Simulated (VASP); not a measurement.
# Ti2O (P-3m1) in VASP: settings compared

The runs below take Ti2O through single point, with r2SCAN+rVV10, r2SCAN.

Everything below comes from runs of VASP 6.6.1. Logs are shortened: lines on timing, memory, paths and dates and some standing lists are left out, and cuts for length are marked.

### Step 1. The cell of the first run

The structure is trigonal, space group P-3m1 (No. 164). Conventional cell: a = 2.945 Å, b = 2.945 Å, c = 4.802 Å, α = 90.00°, β = 90.00°, γ = 120.00°. Ti (site symmetry 3m) has 3 O at 2.13 Å and 3 Ti at 2.80 Å within 2.8 Å. O (site symmetry -3m) has 6 Ti at 2.13 Å within 2.8 Å.

### Step 2. Single point, r2SCAN+rVV10

File POSCAR:

```
Ti2O
1.0
    2.9447299910      0.0000000000      0.0000000000
   -1.4723649955      2.5502109795      0.0000000000
    0.0000000000      0.0000000000      4.8018986852
Ti O
2 1
Direct
    0.6666666667      0.3333333333      0.2687803042
    0.3333333333      0.6666666667      0.7312196958
    0.0000000000      0.0000000000      0.0000000000
```

File INCAR.step1:

```
SYSTEM = Ti2O
ALGO     = Normal         ! electronic algorithm
EDIFF    = 1E-4           ! SCF threshold, eV
ENCUT    = 520            ! plane-wave cutoff, eV
GGA      = PE             ! functional
ISMEAR   = 0              ! smearing method
LASPH    = .TRUE.         ! aspherical terms in the spheres
LCHARG   = .FALSE.        ! write CHGCAR
LREAL    = .FALSE.        ! projectors in reciprocal space
LWAVE    = .TRUE.         ! write WAVECAR
NBANDS   = 22             ! bands
NELM     = 100            ! most SCF steps
PREC     = Accurate       ! precision mode
SIGMA    = 0.1            ! smearing width, eV
```

File INCAR.step2:

```
SYSTEM = Ti2O
ALGO     = Normal         ! electronic algorithm
BPARAM   = 11.95        
CPARAM   = 0.0093       
EDIFF    = 1E-7           ! SCF threshold, eV
ENCUT    = 520            ! plane-wave cutoff, eV
ISIF     = 2              ! what is computed and relaxed
ISMEAR   = 0              ! smearing method
ISTART   = 1            
IVDW_NL  = 2            
LASPH    = .TRUE.         ! aspherical terms in the spheres
LCHARG   = .FALSE.        ! write CHGCAR
LMIXTAU  = .TRUE.       
LREAL    = .FALSE.        ! projectors in reciprocal space
LUSE_VDW = .TRUE.       
LWAVE    = .FALSE.        ! write WAVECAR
METAGGA  = R2SCAN         ! meta-GGA
NBANDS   = 22             ! bands
NELM     = 100            ! most SCF steps
PREC     = Accurate       ! precision mode
SIGMA    = 0.1            ! smearing width, eV
```

File KPOINTS:

```
k-points
0
G
  18 18 10
  0 0 0
```

Potentials or basis: VASP PAW PBE potentials, release 64 (Ti_sv, O).

Started as:

```console
$ cat potpaw_PBE.64/Ti_sv/POTCAR potpaw_PBE.64/O/POTCAR > POTCAR
$ cp INCAR.step1 INCAR
$ mpirun -np 1 vasp_std > vasp.out
$ cp INCAR.step2 INCAR
$ mpirun -np 1 vasp_std > vasp.out
```

OUTCAR:

```text
SYSTEM = Ti2O
   BPARAM = 11.95
   EDIFF = 1E-7
   ENCUT = 520
   ISIF = 2
   ISMEAR = 0
   ISTART = 1
   IVDW_NL = 2
   LASPH = .TRUE.
   LREAL = .FALSE.
   METAGGA = R2SCAN
   NELM = 100
   PREC = Accurate

 ion  position               nearest neighbor table
   1  0.667  0.333  0.269-   3 2.13   3 2.13   3 2.13   2 2.80   2 2.80   2 2.80
   2  0.333  0.667  0.731-   3 2.13   3 2.13   3 2.13   1 2.80   1 2.80   1 2.80
   3  0.000  0.000  0.000-   1 2.13   2 2.13   1 2.13   2 2.13   1 2.13   2 2.13

  LATTYP: Found a hexagonal cell.
 ALAT       =     2.9447299910
 C/A-ratio  =     1.6306753760

  Lattice vectors:

 A1 = (   2.9447299910,   0.0000000000,   0.0000000000)
 A2 = (  -1.4723649955,   2.5502109795,   0.0000000000)
 A3 = (   0.0000000000,   0.0000000000,   4.8018986852)

Analysis of symmetry for initial positions (statically):
=====================================================================
 Subroutine PRICEL returns:
 Original cell was already a primitive cell.

 Routine SETGRP: Setting up the symmetry group for a
 hexagonal supercell.

 Subroutine GETGRP returns: Found 12 space group operations
 (whereof 12 operations were pure point group operations)
 out of a pool of 24 trial point group operations.

The static configuration has the point symmetry D_3d.

Analysis of symmetry for dynamics (positions and initial velocities):
=====================================================================
 Subroutine PRICEL returns:
 Original cell was already a primitive cell.

 Routine SETGRP: Setting up the symmetry group for a
 hexagonal supercell.

 Subroutine GETGRP returns: Found 12 space group operations
 (whereof 12 operations were pure point group operations)
 out of a pool of 24 trial point group operations.

The dynamic configuration has the point symmetry D_3d.

 Subroutine INISYM returns: Found 12 space group operations
 (whereof 12 operations are pure point group operations),
 and found     1 'primitive' translations

----------------------------------------------------------------------------------------

                                     Primitive cell

  volume of cell :      36.0607

  direct lattice vectors                    reciprocal lattice vectors
     2.944729991  0.000000000  0.000000000     0.339589709  0.196062210  0.000000000
    -1.472364995  2.550210980  0.000000000     0.000000000  0.392124420  0.000000000
     0.000000000  0.000000000  4.801898685     0.000000000  0.000000000  0.208250958

  length of vectors
     2.944729991  2.944729991  4.801898685     0.392124420  0.392124420  0.208250958

  position of ions in fractional coordinates (direct lattice)
     0.666666667  0.333333333  0.268780304
     0.333333333  0.666666667  0.731219696
     0.000000000  0.000000000  0.000000000

  ion indices of the primitive-cell ions
   primitive index   ion index
                 1           1
                 2           2
                 3           3

----------------------------------------------------------------------------------------

 KPOINTS: k-points

Automatic generation of k-mesh.
 Grid dimensions read from file:
 generate k-points for:   18   18   10

 Generating k-lattice:

  Cartesian coordinates                     Fractional coordinates (reciprocal lattice)
     0.018866095  0.010892345  0.000000000     0.055555556  0.000000000  0.000000000
     0.000000000  0.021784690  0.000000000     0.000000000  0.055555556  0.000000000
     0.000000000  0.000000000  0.020825096     0.000000000  0.000000000  0.100000000

  Length of vectors
     0.021784690  0.021784690  0.020825096

  Shift w.r.t. Gamma in fractional coordinates (k-lattice)
     0.000000000  0.000000000  0.000000000

 Subroutine IBZKPT returns following result:
 ===========================================

 Found    330 irreducible k-points:

 Following reciprocal coordinates:
            Coordinates               Weight
  0.000000  0.000000  0.000000      1.000000
  0.055556  0.000000  0.000000      6.000000
  0.111111  0.000000  0.000000      6.000000
  0.166667  0.000000  0.000000      6.000000
  0.222222  0.000000  0.000000      6.000000
  0.277778  0.000000  0.000000      6.000000
[... 16 lines left out ...]
  0.333333  0.111111  0.000000     12.000000
  0.388889  0.111111  0.000000     12.000000
 [... further k-points ...]
   k-points           NKPTS =    330   k-points in BZ     NKDIM =    330   number of bands    NBANDS=     22
   number of dos      NEDOS =    301   number of ions     NIONS =      3
   total plane-waves  NPLWV =  20736
   dimension x,y,z NGX =    24 NGY =   24 NGZ =   36
   dimension x,y,z NGXF=    48 NGYF=   48 NGZF=   72
   ions per type =               2   1
   NGX,Y,Z   is equivalent  to a cutoff of  13.55, 13.55, 12.46 a.u.
   NGXF,Y,Z  is equivalent  to a cutoff of  27.10, 27.10, 24.93 a.u.
 SYSTEM =  Ti2O
   PREC   = accura    normal or accurate (medium, high low for compatibility)
   ISTART =      1    job   : 0-new  1-cont  2-samecut
   ICHARG =      0    charge: 1-file 2-atom 10-const
   ISPIN  =      1    spin polarized calculation?
   LNONCOLLINEAR =      F non collinear calculations
   LSORBIT =      F    spin-orbit coupling
   LASPH  =      T    aspherical Exc in radial PAW
   ENCUT  =  520.0 eV  38.22 Ry    6.18 a.u.   5.48  5.48  8.93*2*pi/ulx,y,z
   NELM   =    100;   NELMIN=  2; NELMDL=  0     # of ELM steps
   EDIFF  = 0.1E-06   stopping-criterion for ELM
   LREAL  =      F    real-space projection
   EDIFFG = 0.1E-05   stopping-criterion for IOM
   NSW    =      0    number of steps for IOM
   IBRION =     -1    ionic relax: 0-MD 1-quasi-New 2-CG
   NFREE  =      0    steps in history (QN), initial steepest desc. (CG)
   ISIF   =      2    stress and relaxation
   ISYM   =      2    0-nonsym 1-usesym 2-fastsym
   POTIM  = 0.5000    time-step for ionic-motion
   TEBEG  =    0.0;   TEEND  =   0.0 temperature during run
   PSTRESS=    0.0 pullay stress
   NELECT =      30.0000    total number of electrons
   NUPDOWN=      -1.0000    fix difference up-down
   EMIN   =  10.00;   EMAX   =-10.00  energy-range for DOS
   EFERMI =   0.00;   METHOD = LEGACY
   ISMEAR =     0;   SIGMA  =   0.10  broadening in eV -4-tet -1-fermi 0-gaus
   EFERMI_NEDOS =   21; number of points for ismear=-14 and -15
   IALGO  =     38    algorithm
   IMIX   =      4    mixing-type and parameters
     AMIX     =   0.40;   BMIX     =  1.00
     AMIX_MAG =   1.60;   BMIX_MAG =  1.00
  volume/ion in A,a.u.               =      12.02        81.12
  Fermi-wavevector in a.u.,A,eV,Ry     =   1.539703  2.909617 32.255147  2.370686
  Thomas-Fermi vector in A             =   2.645894
   LORBIT       =      0    0 simple, 1 ext, 2 COOP (PROOUT), +10 PAW based schemes
   METAGGA = R2SCAN    functional components
   LHFCALC =     F    Hartree Fock is set to
   AEXX    =    0.0000 exact exchange contribution
   IVDW_NL    =     2    kernel type
   BPARAM     =11.9500
   IVDW    =     0    specifies the selected vdW correction
   LEPSILON=     F    determine dielectric tensor
   LRPA    =     F    only Hartree local field effects (RPA)
 non-spin polarized calculation
 Gauss-broadening in eV      SIGMA  =   0.10
  energy-cutoff  :      520.00
  volume of cell :       36.06
 maximum number of plane-waves:       999
 NGX is ok and might be reduce to    24
   NGX = 11   NGY = 11   NGZ = 17

 number of electron      29.9999996 magnetization

 Free energy of the ion-electron system (eV)
  ---------------------------------------------------
  ext. energy  EPLUGINS =         0.00000000
  ---------------------------------------------------
  free energy    TOTEN  =       -37.19890928 eV

  energy without entropy =      -37.19420322  energy(sigma->0) =      -37.19655625

 E-fermi :  10.1546     XC(G=0): -13.2217

 val. band max:       10.1544352130   @ k =   0.1667   0.0000   0.0000
 cond. band min:      10.1560123331   @ k =   0.2778   0.1111   0.3000
 fundamental gap:      0.0015771201
 Fermi energy:        10.1546454209

 k-point     1 :       0.0000    0.0000    0.0000
  band No.  band energies     occupation
      1     -49.4981      2.00000
      2     -49.3641      2.00000
      3     -25.1393      2.00000
      4     -24.4353      2.00000
      5     -24.4352      2.00000
      6     -24.3658      2.00000
[... 14 lines left out ...]
     21      11.4738      0.00000
     22      14.2440      0.00000

 k-point     2 :       0.0556    0.0000    0.0000
  band No.  band energies     occupation
      1     -49.4948      2.00000
      2     -49.3627      2.00000
      3     -25.1303      2.00000
      4     -24.4547      2.00000
      5     -24.4407      2.00000
      6     -24.3670      2.00000
[... 14 lines left out ...]
     21      11.6571      0.00000
     22      14.0377      0.00000

 k-point     3 :       0.1111    0.0000    0.0000
  band No.  band energies     occupation
      1     -49.4855      2.00000
      2     -49.3588      2.00000
      3     -25.1038      2.00000
      4     -24.5062      2.00000
      5     -24.4560      2.00000
      6     -24.4153      2.00000
[... 14 lines left out ...]
     21      11.9496      0.00000
     22      13.6870      0.00000

 k-point     4 :       0.1667    0.0000    0.0000
  band No.  band energies     occupation
      1     -49.4710      2.00000
      2     -49.3531      2.00000
      3     -25.0620      2.00000
      4     -24.5820      2.00000
      5     -24.4876      2.00000
      6     -24.4785      2.00000
[... 14 lines left out ...]
     21      12.2593      0.00000
     22      13.3946      0.00000

 k-point     5 :       0.2222    0.0000    0.0000
  band No.  band energies     occupation
      1     -49.4527      2.00000
      2     -49.3465      2.00000
      3     -25.0083      2.00000
      4     -24.6755      2.00000
      5     -24.5704      2.00000
      6     -24.5049      2.00000
[... 14 lines left out ...]
     21      12.6909      0.00000
     22      13.2709      0.00000

 k-point     6 :       0.2778    0.0000    0.0000
  band No.  band energies     occupation
      1     -49.4324      2.00000
      2     -49.3402      2.00000
      3     -24.9480      2.00000
      4     -24.7759      2.00000
      5     -24.6517      2.00000
      6     -24.5320      2.00000
[... 14 lines left out ...]
     21      12.8826      0.00000
     22      13.5477      0.00000

 k-point     7 :       0.3333    0.0000    0.0000
  band No.  band energies     occupation
      1     -49.4120      2.00000
      2     -49.3355      2.00000
      3     -24.8955      2.00000
      4     -24.8651      2.00000
      5     -24.7184      2.00000
      6     -24.5568      2.00000
[... 324 lines left out ...]
      6     -24.4885      2.00000
[... 14 lines left out ...]
     21      12.9513      0.00000
     22      13.2410      0.00000

 k-point    21 :       0.2222    0.1111    0.0000
  band No.  band energies     occupation
      1     -49.4259      2.00000
      2     -49.3385      2.00000
      3     -24.9276      2.00000
      4     -24.7743      2.00000
      5     -24.6978      2.00000
      6     -24.5271      2.00000
[... 14 lines left out ...]
     21      13.1532      0.00000
     22      13.5474      0.00000

 k-point    22 :       0.2778    0.1111    0.0000
  band No.  band energies     occupation
      1     -49.4064      2.00000
      2     -49.3344      2.00000
      3     -24.8752      2.00000
      4     -24.8599      2.00000
      5     -24.7415      2.00000
      6     -24.5655      2.00000
[... 14 lines left out ...]
     21      13.3001      0.00000
     22      13.7749      0.00000

 k-point    23 :       0.3333    0.1111    0.0000
  band No.  band energies     occupation
      1     -49.3890      2.00000
      2     -49.3326      2.00000
      3     -24.9376      2.00000
      4     -24.8403      2.00000
      5     -24.7489      2.00000
      6     -24.5986      2.00000
[... 14 lines left out ...]
     21      13.4445      0.00000
     22      13.6948      0.00000

 k-point    24 :       0.3889    0.1111    0.0000
  band No.  band energies     occupation
      1     -49.3761      2.00000
      2     -49.3328      2.00000
      3     -24.9843      2.00000
      4     -24.8479      2.00000
      5     -24.7136      2.00000
      6     -24.6242      2.00000
[... 14 lines left out ...]
     21      13.4691      0.00000
     22      13.6442      0.00000

 [... further k-points ...]
[... 5 lines left out ...]
  --------------------------------------------------------------------------------------
  -------------------------------------------------------------------------------------
  Total        0.2561543      0.2561543      0.2552305      0.0000000      0.0000000      0.0000000
  in kB       11.3809255     11.3809255     11.3398810      0.0000000      0.0000000      0.0000000
  external PRESSURE =      11.3672440 kB  Pullay stress =       0.0000000 kB

 VOLUME and BASIS-vectors are now :
 -----------------------------------------------------------------------------
  energy-cutoff  :      520.00
  volume of cell :       36.06
      direct lattice vectors                 reciprocal lattice vectors
     2.944729991  0.000000000  0.000000000     0.339589709  0.196062210  0.000000000
    -1.472364995  2.550210980  0.000000000     0.000000000  0.392124420  0.000000000
     0.000000000  0.000000000  4.801898685     0.000000000  0.000000000  0.208250958

 POSITION                                       TOTAL-FORCE (eV/Angst)
 -----------------------------------------------------------------------------------
      1.47236      0.85007      1.29066        -0.000000      0.000000      0.062208
     -0.00000      1.70014      3.51124         0.000000     -0.000000     -0.062208
      0.00000      0.00000      0.00000        -0.000000      0.000000      0.000000
 -----------------------------------------------------------------------------------
    total drift:                                0.000000     -0.000000      0.000000

  FREE ENERGIE OF THE ION-ELECTRON SYSTEM (eV)
  ---------------------------------------------------
  free  energy   TOTEN  =       -37.1989092810 eV

  energy  without entropy=      -37.1942032188  energy(sigma->0) =      -37.19655625
```

Run time: 31 min. Hardware: 1 thread of Oxide Virtual Turin-like, shared host; peak memory 0.41 GiB.

What came out:

```
Free energy            : -37.1989 eV
Pressure               : 1.1 GPa
Largest force          : 0.062 eV/Å
Band gap on the k mesh : zero (bands 15 and 16 overlap by 0.98 eV)
```

Forces in eV/Å, atoms in the order of the input:
```
Ti   0.000  0.000  0.062
Ti   0.000  0.000 -0.062
O    0.000  0.000  0.000
```

Caveat: the PAW data sets were made with another functional, which shifts forces and pressure a little.

### Step 3. Single point, r2SCAN

This run uses another cell than the first one, of 12.10 Å³/atom.

File POSCAR:

```
Ti2O
1.0
    2.9516904678      0.0000000000      0.0000000000
   -1.4758452339      2.5562389292      0.0000000000
    0.0000000000      0.0000000000      4.8129509607
Ti O
2 1
Direct
    0.6666666667      0.3333333333      0.2688791334
    0.3333333333      0.6666666667      0.7311208666
    0.0000000000      0.0000000000      0.0000000000
```

File INCAR.step1:

```
SYSTEM = Ti2O
PREC = Accurate
ENCUT = 520
ISMEAR = 0
SIGMA = 0.1
LREAL = .False.
LASPH = .True.
NELM = 60
NBANDS = 22
GGA = PE
ALGO = Normal
EDIFF = 1E-4
LWAVE = .True.
LCHARG = .False.
```

File INCAR.step2:

```
SYSTEM = Ti2O
PREC = Accurate
ENCUT = 520
EDIFF = 1E-7
ISMEAR = 0
SIGMA = 0.1
LREAL = .False.
LASPH = .True.
NELM = 60
ALGO = Normal
ISIF = 2
LWAVE = .False.
LCHARG = .False.
METAGGA = R2SCAN
LMIXTAU = .True.
NBANDS = 22
ISTART = 1
```

File KPOINTS:

```
Automatic mesh
0
Gamma
  18 18 10
  0 0 0
```

Potentials or basis: VASP PAW PBE potentials, release 64 (Ti_sv, O).

Started as:

```console
$ cat potpaw_PBE.64/Ti_sv/POTCAR potpaw_PBE.64/O/POTCAR > POTCAR
$ cp INCAR.step1 INCAR
$ mpirun -np 1 vasp_std > vasp.out
$ cp INCAR.step2 INCAR
$ mpirun -np 1 vasp_std > vasp.out
```

It took 31 min on 1 thread of Oxide Virtual Turin-like, shared host; peak memory 0.31 GiB.

Results (log left out):

| Quantity | Value |
| --- | --- |
| Free energy | -37.8634 eV |
| Pressure | 1.0 GPa |
| Largest force | 0.063 eV/Å |
| Band gap on the k mesh | zero (bands 15 and 16 overlap by 0.97 eV) |

Forces in eV/Å, atoms in the order of the input:
```
Ti   0.000  0.000  0.063
Ti   0.000  0.000 -0.063
O    0.000  0.000  0.000
```

Levels at points of the mesh, in eV from the Fermi level:
| k point | band 11 | band 12 | band 13 | band 14 | band 15 | band 16 | band 17 | band 18 | band 19 | band 20 |
| --- | --- | --- | --- | --- | --- | --- | --- | --- | --- | --- |
| (0.00, 0.00, 0.00) | -6.42 | -6.42 | -4.14 | -0.36 | 0.20 | 0.56 | 0.56 | 1.12 | 1.12 | 1.31 |
| (0.50, 0.00, 0.00) | -7.39 | -6.88 | -2.73 | -1.56 | -0.75 | 1.15 | 1.83 | 2.91 | 2.96 | 3.10 |
| (0.00, 0.00, 0.50) | -6.48 | -6.48 | -2.22 | -1.91 | 0.19 | 0.19 | 1.18 | 1.97 | 1.97 | 2.28 |
| (0.50, 0.00, 0.50) | -7.42 | -6.80 | -1.77 | -1.52 | -0.61 | -0.53 | 1.04 | 2.86 | 3.03 | 3.03 |

Caveat: the PAW data sets were made with another functional, which shifts forces and pressure a little.
